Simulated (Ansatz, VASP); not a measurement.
# BN in VASP and in Ansatz

```
B N
1.0
     2.51825    0.00000    0.00000
    -1.25913    2.18087    0.00000
     0.00000    0.00000    4.16531
B N
2 2
Cartesian
  1.2591 0.7270 0.0008
  0.0000 1.4539 2.0835
  1.2591 0.7270 1.5611
  0.0000 1.4539 3.6438
```

Alike in both runs: task single point; functional r2SCAN; k mesh 9 × 9 × 6; no spin polarisation.

|  | VASP | Ansatz |
| --- | --- | --- |
| version | VASP 6.6.1 | Ansatz 0.2.0 |
| potentials or method | VASP PAW PBE potentials, release 64 (B, N) | plane waves, PAW |
| plane-wave cutoff (eV) | 520 | 500 |
| occupations | gaussian, width 0.01 eV | fixed |
| valence electrons in the cell | 16 | 16 |

|  | VASP | Ansatz | Ansatz less VASP |
| --- | --- | --- | --- |
| gap on the k mesh at the Fermi level (eV) | 5.67 | 5.71 | +0.036 |
| pressure (GPa) | 13.9 | 12.6 | -1.24 |
| traceless stress, the component that is largest in VASP (GPa) | 0.08 | 0.08 | -0.007 |
| rms of the force components (eV/Å) | 0.015 | 0.014 | -0.0018 |

VASP's potentials were made for PBE, not for r2SCAN. Atom by atom the forces differ by 0.002 eV/Å (rms over components).
